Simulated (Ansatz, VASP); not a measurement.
Two plane-wave programs on ZnSe

The input INCAR:

```
  ALGO = Normal
  EDIFF = 1E-7
  EDIFFG = -0.01
  ENCUT = 600
  GGA = PE
  IBRION = 2
  ISIF = 3
  ISMEAR = 0
  LASPH = True
  LCHARG = False
  LREAL = False
  LWAVE = False
  NELM = 60
  NSW = 100
  PREC = Accurate
  SIGMA = 0.02
```

File KPOINTS:

```
k-points
0
Gamma
  8 8 8
```

File POSCAR:

```
ZnSe
1.0
    0.0000000000      2.8663936917      2.8663936917
    2.8663936917      0.0000000000      2.8663936917
    2.8663936917      2.8663936917      0.0000000000
Zn Se
1 1
Direct
    0.7500000000      0.7500000000      0.7500000000
    0.5000000000      0.5000000000      0.5000000000
```

Input for Ansatz:

```yaml
crystal:
  lattice:
    - [0.0, 2.8663936917, 2.8663936917]
    - [2.8663936917, 0.0, 2.8663936917]
    - [2.8663936917, 2.8663936917, 0.0]
  atoms:
    - { symbol: Zn, position: [0.75, 0.75, 0.75] }
    - { symbol: Se, position: [0.5, 0.5, 0.5] }
basis:
  ecutwfc: 420
kpoints:
  mp_grid: { grid: [8, 8, 8] }
hamiltonian:
  xc: pbe
scf:
  occupations: { method: gaussian, width: 0.02 }
output:
  forces: true
  stress: true
  eigenvalues: true
  write_density: true
  write_potential: true
  elf: true
  volumetric_format: npy
relax:
  adjacent_minimum: "off"
  f_tol: 0.01
  max_steps: 80
  cell: { stress_tol: 0.05 }
```

Alike in both runs: task relaxation of cell and atoms; functional PBE; k mesh 8 × 8 × 8; occupations gaussian, width 0.02 eV; no spin polarisation.

|  | VASP | Ansatz |
| --- | --- | --- |
| version | VASP 6.6.1 | Ansatz 0.2.0 |
| potentials or method | VASP PAW PBE potentials, release 64 (Zn, Se), cutoff 600 eV | scalar-relativistic, plane waves, PAW |
| valence electrons in the cell | 18 | 28 |

```csv
,VASP,Ansatz,Ansatz less VASP
"gap on the k mesh at the Fermi level, each at its own relaxed structure (eV)",1.14,1.15,+0.015
relaxed volume (Å³/atom),23.65,23.55,-0.101
relaxed cell length with the largest relative difference (Å),4.059,4.054,-0.0058
```

VASP's potentials hold 18 valence electrons a cell and Ansatz's 28, so a difference there can come from the potentials and not from the codes.
